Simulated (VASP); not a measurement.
# PbS (Galena) (Fm-3m) in VASP: notebook

Aim: see how the results for PbS (Galena) move with the level of theory and the settings. Levels: LDA, PBEsol+D4, SVWN5. Tasks: single point.

Everything below comes from runs of VASP 6.6.1. Logs are shortened: lines on timing, memory, paths and dates and some standing lists are left out, and cuts for length are marked.

## Step 1: The cell of the first run

The structure is cubic, space group Fm-3m (No. 225). Conventional cell: a = 5.931 Å, b = 5.931 Å, c = 5.931 Å, α = 90.00°, β = 90.00°, γ = 90.00°. Pb (site symmetry m-3m) has 6 S at 2.97 Å within 3.9 Å. S (site symmetry m-3m) has 6 Pb at 2.97 Å within 3.9 Å.

## Step 2: Single point, LDA

Contents of INCAR:

```
PREC = Accurate
ENCUT = 520
EDIFF = 1E-7
ISMEAR = -1
SIGMA = 0.05
LREAL = False
LASPH = True
NELM = 100
ALGO = Normal
ISIF = 2
LWAVE = False
LCHARG = True
LELF = True
LVHAR = True
NBANDS = 17
```

Contents of KPOINTS:

```
Automatic mesh
0
Gamma
  8 8 8
```

Contents of POSCAR:

```
PbS
1.0
    0.0000000000      2.9657500000      2.9657500000
    2.9657500000      0.0000000000      2.9657500000
    2.9657500000      2.9657500000      0.0000000000
Pb S
1 1
Direct
    0.0000000000      0.0000000000      0.0000000000
    0.5000000000      0.5000000000      0.5000000000
```

Potentials or basis: VASP PAW LDA potentials, release 64 (Pb_d, S).

The run is started by

```bash
$ cat potpaw_LDA.64/Pb_d/POTCAR potpaw_LDA.64/S/POTCAR > POTCAR
$ mpirun -np 1 vasp_std > vasp.out
```

OUTCAR:

```text
PREC = Accurate
   ENCUT = 520
   EDIFF = 1E-7
   ISMEAR = -1
   LREAL = False
   LASPH = True
   NELM = 100
   ISIF = 2

 ion  position               nearest neighbor table
   1  0.000  0.000  0.000-   2 2.97   2 2.97   2 2.97   2 2.97   2 2.97   2 2.97
   2  0.500  0.500  0.500-   1 2.97   1 2.97   1 2.97   1 2.97   1 2.97   1 2.97

  LATTYP: Found a face centered cubic cell.
 ALAT       =     5.9315000000

  Lattice vectors:

 A1 = (   0.0000000000,   2.9657500000,   2.9657500000)
 A2 = (   2.9657500000,   0.0000000000,   2.9657500000)
 A3 = (   2.9657500000,   2.9657500000,   0.0000000000)

Analysis of symmetry for initial positions (statically):
=====================================================================
 Subroutine PRICEL returns:
 Original cell was already a primitive cell.

 Routine SETGRP: Setting up the symmetry group for a
 face centered cubic supercell.

 Subroutine GETGRP returns: Found 48 space group operations
[... 9 lines left out ...]

 Routine SETGRP: Setting up the symmetry group for a
 face centered cubic supercell.

 Subroutine GETGRP returns: Found 48 space group operations
[... 11 lines left out ...]
                                     Primitive cell

  volume of cell :      52.1715

  direct lattice vectors                    reciprocal lattice vectors
     0.000000000  2.965750000  2.965750000    -0.168591419  0.168591419  0.168591419
     2.965750000  0.000000000  2.965750000     0.168591419 -0.168591419  0.168591419
     2.965750000  2.965750000  0.000000000     0.168591419  0.168591419 -0.168591419

  length of vectors
     4.194203873  4.194203873  4.194203873     0.292008903  0.292008903  0.292008903

  position of ions in fractional coordinates (direct lattice)
     0.000000000  0.000000000  0.000000000
     0.500000000  0.500000000  0.500000000

  ion indices of the primitive-cell ions
   primitive index   ion index
                 1           1
                 2           2

----------------------------------------------------------------------------------------

 KPOINTS: Automatic mesh

Automatic generation of k-mesh.
 Grid dimensions read from file:
 generate k-points for:    8    8    8

 Generating k-lattice:

  Cartesian coordinates                     Fractional coordinates (reciprocal lattice)
    -0.021073927  0.021073927  0.021073927     0.125000000  0.000000000  0.000000000
     0.021073927 -0.021073927  0.021073927     0.000000000  0.125000000  0.000000000
[... 54 lines left out ...]
   LSORBIT =      F    spin-orbit coupling
   LASPH  =      T    aspherical Exc in radial PAW
   ENCUT  =  520.0 eV  38.22 Ry    6.18 a.u.   7.80  7.80  7.80*2*pi/ulx,y,z
   NELM   =    100;   NELMIN=  2; NELMDL= -5     # of ELM steps
   EDIFF  = 0.1E-06   stopping-criterion for ELM
   LREAL  =      F    real-space projection
   EDIFFG = 0.1E-05   stopping-criterion for IOM
   NSW    =      0    number of steps for IOM
   IBRION =     -1    ionic relax: 0-MD 1-quasi-New 2-CG
   NFREE  =      0    steps in history (QN), initial steepest desc. (CG)
   ISIF   =      2    stress and relaxation
   ISYM   =      2    0-nonsym 1-usesym 2-fastsym
   POTIM  = 0.5000    time-step for ionic-motion
   TEBEG  =    0.0;   TEEND  =   0.0 temperature during run
   PSTRESS=    0.0 pullay stress
   NELECT =      20.0000    total number of electrons
   NUPDOWN=      -1.0000    fix difference up-down
   EMIN   =  10.00;   EMAX   =-10.00  energy-range for DOS
   EFERMI =   0.00;   METHOD = LEGACY
   ISMEAR =    -1;   SIGMA  =   0.05  broadening in eV -4-tet -1-fermi 0-gaus
   EFERMI_NEDOS =   21; number of points for ismear=-14 and -15
   IALGO  =     38    algorithm
   IMIX   =      4    mixing-type and parameters
     AMIX     =   0.40;   BMIX     =  1.00
     AMIX_MAG =   1.60;   BMIX_MAG =  1.00
  volume/ion in A,a.u.               =      26.09       176.04
  Fermi-wavevector in a.u.,A,eV,Ry     =   1.189251  2.247359 19.242973  1.414319
  Thomas-Fermi vector in A             =   2.325363
   LORBIT       =      0    0 simple, 1 ext, 2 COOP (PROOUT), +10 PAW based schemes
   GGA     = CA    functional components
   LHFCALC =     F    Hartree Fock is set to
   AEXX    =    0.0000 exact exchange contribution
   IVDW    =     0    specifies the selected vdW correction
   LEPSILON=     F    determine dielectric tensor
   LRPA    =     F    only Hartree local field effects (RPA)
 non-spin polarized calculation
  energy-cutoff  :      520.00
  volume of cell :       52.17
 maximum number of plane-waves:      1424
   NGX = 15   NGY = 15   NGZ = 15

 number of electron      19.9999998 magnetization

 Free energy of the ion-electron system (eV)
  ---------------------------------------------------
  ext. energy  EPLUGINS =         0.00000000
  ---------------------------------------------------
  free energy    TOTEN  =        -9.98233615 eV

  energy without entropy =       -9.98178828  energy(sigma->0) =       -9.98206222

 E-fermi :   5.7002     XC(G=0): -10.0293

 val. band max:        5.5966142864   @ k =   0.5000   0.0000   0.0000
 cond. band min:       5.8037404694   @ k =   0.5000   0.0000   0.0000
 fundamental gap:      0.2071261830
 Fermi energy:         5.7001805280

 k-point     1 :       0.0000    0.0000    0.0000
  band No.  band energies     occupation
      1     -11.1796      2.00000
      2     -11.1796      2.00000
      3     -11.1796      2.00000
      4     -11.1706      2.00000
      5     -11.1706      2.00000
      6      -7.9755      2.00000
[... 457 lines left out ...]
      4     -11.1500      2.00000
      5     -11.1287      2.00000
      6      -6.4545      2.00000
[... 9 lines left out ...]
     16      16.4623      0.00000
     17      16.6492      0.00000

 [... further k-points ...]

------------------------ aborting loop because EDIFF is reached ----------------------------------------

  FORCE on cell =-STRESS in cart. coord.  units (eV):
  Direction    XX          YY          ZZ          XY          YZ          ZX
  --------------------------------------------------------------------------------------
  -------------------------------------------------------------------------------------
  Total       -0.8320787     -0.8320787     -0.8320787     -0.0000000      0.0000000     -0.0000000
  in kB      -25.5529704    -25.5529704    -25.5529704     -0.0000000      0.0000000     -0.0000000
  external PRESSURE =     -25.5529704 kB  Pullay stress =       0.0000000 kB

 VOLUME and BASIS-vectors are now :
 -----------------------------------------------------------------------------
  energy-cutoff  :      520.00
  volume of cell :       52.17
      direct lattice vectors                 reciprocal lattice vectors
     0.000000000  2.965750000  2.965750000    -0.168591419  0.168591419  0.168591419
     2.965750000  0.000000000  2.965750000     0.168591419 -0.168591419  0.168591419
     2.965750000  2.965750000  0.000000000     0.168591419  0.168591419 -0.168591419

 POSITION                                       TOTAL-FORCE (eV/Angst)
 -----------------------------------------------------------------------------------
      0.00000      0.00000      0.00000         0.000000     -0.000000      0.000000
      2.96575      2.96575      2.96575         0.000000      0.000000     -0.000000
 -----------------------------------------------------------------------------------
    total drift:                                0.000000     -0.000000     -0.000000

  FREE ENERGIE OF THE ION-ELECTRON SYSTEM (eV)
  ---------------------------------------------------
  free  energy   TOTEN  =        -9.9823361539 eV

  energy  without entropy=       -9.9817882819  energy(sigma->0) =       -9.98206222
```

OSZICAR:

```text
N       E                     dE             d eps       ncg     rms          rms(c)
DAV:   1     0.156759353210E+03    0.15676E+03   -0.97705E+03   986   0.124E+03
DAV:   2     0.172528409623E+01   -0.15503E+03   -0.15004E+03  1048   0.312E+02
DAV:   3    -0.101372090911E+02   -0.11862E+02   -0.11757E+02  1282   0.906E+01
DAV:   4    -0.104264149643E+02   -0.28921E+00   -0.28895E+00  1266   0.156E+01
DAV:   5    -0.104370216376E+02   -0.10607E-01   -0.10606E-01  1431   0.290E+00    0.446E+00
DAV:   6    -0.999348124352E+01    0.44354E+00   -0.13187E+00  1588   0.777E+00    0.313E+00
DAV:   7    -0.998636026003E+01    0.71210E-02   -0.10437E-01  1166   0.162E+00    0.173E+00
DAV:   8    -0.998268723970E+01    0.36730E-02   -0.11559E-02  1232   0.105E+00    0.208E-01
DAV:   9    -0.998231720501E+01    0.37003E-03   -0.23781E-03  1487   0.371E-01    0.752E-02
DAV:  10    -0.998234023137E+01   -0.23026E-04   -0.14492E-04  1229   0.714E-02    0.494E-02
DAV:  11    -0.998233632470E+01    0.39067E-05   -0.16976E-05  1339   0.430E-02    0.961E-03
DAV:  12    -0.998233617193E+01    0.15276E-06   -0.87790E-07  1461   0.127E-02    0.267E-03
DAV:  13    -0.998233615389E+01    0.18039E-07   -0.17813E-07   858   0.249E-03
   1 F= -.99823362E+01 E0= -.99820622E+01  d E =-.547872E-03
```

stdout:

```text
POSCAR found type information on POSCAR PbS
 POSCAR found :  2 types and       2 ions
 scaLAPACK will be used
 LDA part: xc-table for (Slater(with rela. corr.)+CA(PZ))
 , standard interpolation
 POSCAR, INCAR and KPOINTS ok, starting setup
 FFT: planning ... GRIDC
 FFT: planning ... GRID_SOFT
 FFT: planning ... GRID
 WAVECAR not read
 entering main loop
```

It took 66 s on 1 thread of AMD EPYC 7R13, shared host; peak memory 0.13 GiB.

What came out:

- Free energy: -9.9823 eV
- Pressure: -2.6 GPa
- Band gap on the k mesh: 0.21 eV, direct

Levels at points of the mesh, in eV from the valence-band top:
```tsv
k point	band 8	band 9	band 10	band 11	band 12	band 13
(0.00, 0.00, 0.00)	-2.16	-2.16	-2.16	5.07	5.07	5.07
(0.50, 0.00, 0.00)	-1.76	-1.76	0.00	0.21	1.83	1.83
(0.50, 0.50, 0.00)	-5.26	-3.46	-3.46	3.73	5.46	5.56
```

Caveat: spin-orbit coupling is left out, which moves the levels of the heavy elements. A k mesh can miss the band edges.

## Step 3: Single point, LDA

This run uses another cell than the first one, of 26.61 Å³/atom, 1.020 times its volume.

Contents of INCAR:

```
ALGO = Normal
EDIFF = 1E-6
ENCUT = 520
GGA = CA
ISIF = 2
ISMEAR = -1
LASPH = T
LCHARG = T
LELF = T
LREAL = F
LVHAR = T
LWAVE = F
NBANDS = 17
NELM = 100
PREC = Accurate
SIGMA = 0.05
```

Contents of KPOINTS:

```
k-points
0
Gamma
  8 8 8
```

Contents of POSCAR:

```
PbS
1.0
    0.0000000000      2.9853913009      2.9853913009
    2.9853913009      0.0000000000      2.9853913009
    2.9853913009      2.9853913009      0.0000000000
Pb S
1 1
Direct
    0.0000000000      0.0000000000      0.0000000000
    0.5000000000      0.5000000000      0.5000000000
```

Potentials or basis: VASP PAW LDA potentials, release 64 (Pb_d, S).

The run is started by

```bash
$ cat potpaw_LDA.64/Pb_d/POTCAR potpaw_LDA.64/S/POTCAR > POTCAR
$ mpirun -np 1 vasp_std > vasp.out
```

Wall time 63 s (1 thread of AMD EPYC 7R13, shared host); peak memory 0.13 GiB.

Results (log left out):

```
Free energy            : -9.9628 eV
Pressure               : -3.6 GPa
Band gap on the k mesh : 0.28 eV, direct
```

Levels at points of the mesh, in eV from the valence-band top:
```
           k point  band 7  band 8  band 9  band 10  band 11  band 12  band 13  band 14
(0.00, 0.00, 0.00)   -6.10   -2.05   -2.05    -2.05     5.03     5.03     5.03     6.71
(0.50, 0.00, 0.00)   -8.80   -1.66   -1.66     0.00     0.28     1.89     1.89     8.47
(0.50, 0.50, 0.00)   -7.23   -5.07   -3.32    -3.32     3.83     5.42     5.51     5.51
```

Caveat: spin-orbit coupling is left out, which moves the levels of the heavy elements. A k mesh can miss the band edges.

## Step 4: Single point, PBEsol+D4

This run uses another cell than the first one, of 27.13 Å³/atom, 1.040 times its volume.

Contents of INCAR:

```
ALGO = Normal
EDIFF = 1E-7
ENCUT = 520
GGA = PS
ISIF = 2
ISMEAR = -1
IVDW = 13
LASPH = T
LCHARG = F
LREAL = F
LWAVE = F
NBANDS = 17
NELM = 100
PREC = Accurate
SIGMA = 0.05
```

KPOINTS is that of step 3.

Contents of POSCAR:

```
PbS
1.0
    0.0000000000      3.0047775019      3.0047775019
    3.0047775019      0.0000000000      3.0047775019
    3.0047775019      3.0047775019      0.0000000000
Pb S
1 1
Direct
    0.0000000000      0.0000000000      0.0000000000
    0.5000000000      0.5000000000      0.5000000000
```

Potentials or basis: VASP PAW PBE potentials, release 64 (Pb_d, S).

The run is started by

```bash
$ cat potpaw_PBE.64/Pb_d/POTCAR potpaw_PBE.64/S/POTCAR > POTCAR
$ mpirun -np 1 vasp_std > vasp.out
```

Run time: 67 s. Hardware: 1 thread of AMD EPYC 7R13, shared host; peak memory 0.15 GiB.

Results (log left out):

```yaml
Free_energy: -9.8543 eV
Pressure: -3.9 GPa
Band_gap_on_the_k_mesh: 0.39 eV, direct
Dispersion_energy_per_atom: -0.212 eV
```

Levels at points of the mesh, in eV from the valence-band top:
```tsv
k point	band 8	band 9	band 10	band 11	band 12	band 13
(0.00, 0.00, 0.00)	-1.94	-1.94	-1.94	5.09	5.09	5.09
(0.50, 0.00, 0.00)	-1.57	-1.57	0.00	0.39	2.02	2.02
(0.50, 0.50, 0.00)	-4.88	-3.17	-3.17	3.93	5.43	5.53
```

Caveat: the PAW data sets were made with another functional, which shifts forces and pressure a little; spin-orbit coupling is left out, which moves the levels of the heavy elements.

## Step 5: Single point, SVWN5

This run uses another cell than the first one, of 27.13 Å³/atom, 1.040 times its volume.

Contents of INCAR:

```
SYSTEM = PbS
PREC = Accurate
ENCUT = 520
EDIFF = 1E-6
ISMEAR = -1
SIGMA = 0.05
LREAL = .False.
LASPH = .True.
NELM = 100
ALGO = Normal
ISIF = 2
LWAVE = .False.
LCHARG = .False.
GGA = VW
NBANDS = 17
```

Contents of KPOINTS:

```
Automatic mesh
0
Gamma
  8 8 8
  0 0 0
```

POSCAR is that of step 4.

The run is started by

```bash
$ cat potpaw_PBE.64/Pb_d/POTCAR potpaw_PBE.64/S/POTCAR > POTCAR
$ mpirun -np 1 vasp_std > vasp.out
```

Run time: 51 s. Hardware: 1 thread of AMD EPYC 7R13, shared host; peak memory 0.13 GiB.

The run converged. Its results:

* Free energy: -9.9405 eV
* Pressure: -4.6 GPa
* Band gap on the k mesh: 0.37 eV, direct

Levels at points of the mesh, in eV from the valence-band top:
```tsv
k point	band 6	band 7	band 8	band 9	band 10	band 11	band 12	band 13	band 14	band 15
(0.00, 0.00, 0.00)	-13.18	-6.15	-1.90	-1.90	-1.90	5.00	5.00	5.00	6.84	6.84
(0.50, 0.00, 0.00)	-11.98	-8.69	-1.52	-1.52	0.00	0.37	1.98	1.98	8.50	10.27
(0.50, 0.50, 0.00)	-11.61	-7.23	-4.86	-3.14	-3.14	3.99	5.40	5.47	5.47	11.28
```

Caveat: the PAW data sets were made with another functional, which shifts forces and pressure a little; spin-orbit coupling is left out, which moves the levels of the heavy elements. A k mesh can miss the band edges.

## Step 6: The runs side by side

```tsv
level	potentials or basis	cell	gap on the mesh (eV)	pressure (GPa)
LDA	VASP PAW LDA potentials, release 64 (Pb_d, S)	a = 4.194 Å, angles 60.0°, 2 atoms	0.21	-2.6
LDA	VASP PAW LDA potentials, release 64 (Pb_d, S)	a = 4.222 Å, angles 60.0°, 2 atoms	0.28	-3.6
PBEsol+D4	VASP PAW PBE potentials, release 64 (Pb_d, S)	a = 4.249 Å, angles 60.0°, 2 atoms	0.39	-3.9
SVWN5	VASP PAW PBE potentials, release 64 (Pb_d, S)	a = 4.249 Å, angles 60.0°, 2 atoms	0.37	-4.6
```

Alike in all rows: task single point; no spin polarisation; k mesh 8 × 8 × 8; cutoff (eV) 520; smearing fermi-dirac 0.05 eV.

Caveats: spin-orbit coupling is left out, which moves the levels of the heavy elements; the PAW data sets were made with another functional, which shifts forces and pressure a little (some runs).

Total energies depend on the potentials used, so only differences within one code and one set of settings carry meaning.
